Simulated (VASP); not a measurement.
Set up this calculation in VASP 6.6.1, as the native input.

```
Task                   : relaxation of cell and atoms
Functional             : PBEsol
Potentials or basis    : VASP PAW PBE potentials, release 64 (Te, Sn_d)
Cutoff                 : 600 eV
k mesh                 : 6 × 6 × 6
Occupations            : fermi-dirac, width 0.05 eV
Spin                   : no spin polarisation
Target pressure        : 30 GPa
Dipole correction      : no
Further INCAR settings : ALGO = Normal; EDIFF = 1e-06; IBRION = 2; EDIFFG = -0.005; NSW = 80; ISIF = 3
```

The structure of SnTe3 lies in POSCAR:

```
SnTe3
1.0
    0.0000000000      3.8612190000      3.8612190000
    3.8612190000      0.0000000000      3.8612190000
    3.8612190000      3.8612190000      0.0000000000
Te Sn
3 1
Direct
    0.5000000000      0.5000000000      0.5000000000
    0.7500000000      0.7500000000      0.7500000000
    0.2500000000      0.2500000000      0.2500000000
    0.0000000000      0.0000000000      0.0000000000
```

The input as run:

INCAR

```
SYSTEM = SnTe3
PREC = Accurate
ENCUT = 600
EDIFF = 1E-6
ISMEAR = -1
SIGMA = 0.05
LREAL = .False.
LASPH = .True.
NELM = 80
ALGO = Normal
ISIF = 3
LWAVE = .False.
LCHARG = .False.
GGA = PS
IBRION = 2
NSW = 80
EDIFFG = -0.005
PSTRESS = 300.0
```

KPOINTS

```
regular mesh
0
Gamma
  6 6 6
  0 0 0
```

Potentials or basis: VASP PAW PBE potentials, release 64 (Te, Sn_d).

The run is started by

```sh
$ cat potpaw_PBE.64/Te/POTCAR potpaw_PBE.64/Sn_d/POTCAR > POTCAR
$ mpirun -np 1 vasp_std > vasp.out
```

Results of the run:

```
Relaxed volume                                         : 20.77 Å³/atom
Relaxed cell                                           : a = 4.897 Å, b = 4.897 Å, c = 4.897 Å, α = 60.00°, β = 60.00°, γ = 60.00°
Space group after relaxing (to 0.05 Å)                 : Fm-3m (No. 225)
Energy change on relaxing (the enthalpy is what falls) : +444.1 meV/atom
Ionic steps                                            : 17
Pressure after relaxing                                : 30.0 GPa
Band gap on the k mesh                                 : zero (band 16 reaches 12.99 eV, above the bottom of band 17 at 9.61 eV)
```

Caveat: the cell is relaxed towards a set pressure, so the enthalpy falls and the energy may rise; the volume moved by over 15 % at a fixed basis, so the end points are rough; the PAW data sets were made with another functional, which shifts forces and pressure a little; spin-orbit coupling is left out, which moves the levels of the heavy elements.

Wall time 6.6 min on 1 thread of Intel(R) Xeon(R) Platinum 8488C (Sapphire Rapids), with other jobs on the host, peak memory 0.37 GiB.
